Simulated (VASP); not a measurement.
A run of VASP 6.6.1:

File INCAR:

```
  ALGO = Normal
  EDIFF = 1E-6
  EDIFFG = -0.005
  ENCUT = 600
  GGA = PS
  IBRION = 2
  ISIF = 3
  ISMEAR = -1
  LASPH = T
  LCHARG = F
  LREAL = F
  LWAVE = F
  NELM = 60
  NSW = 60
  PREC = Accurate
  PSTRESS = 170.0
  SIGMA = 0.08
```

Contents of KPOINTS:

```
k-points
0
Gamma
  11 11 3
```

Contents of POSCAR:

```
La
1.0
    3.2465490294      0.0000000000      0.0000000000
   -1.6232745147      2.8115939341      0.0000000000
    0.0000000000      0.0000000000     10.5512843455
La
4
Direct
    0.0000000000      0.0000000000      0.0000000000
    0.0000000000      0.0000000000      0.5000000000
    0.3333333333      0.6666666667      0.2500000000
    0.6666666667      0.3333333333      0.7500000000
```

Potentials or basis: VASP PAW PBE potentials, release 64 (La).

Command:

```bash
$ cat potpaw_PBE.64/La/POTCAR > POTCAR
$ mpirun -np 1 vasp_std > vasp.out
```

Hardware: 1 thread of Intel Xeon 6975P-C, with other jobs on the host.

Problem. Estimate the wall time of this run.

Solution. Run time: 8.1 min on 1 thread of Intel Xeon 6975P-C, on a shared host, peak memory 0.31 GiB. Counts: scf iterations 52, k points 32, ion steps 7.
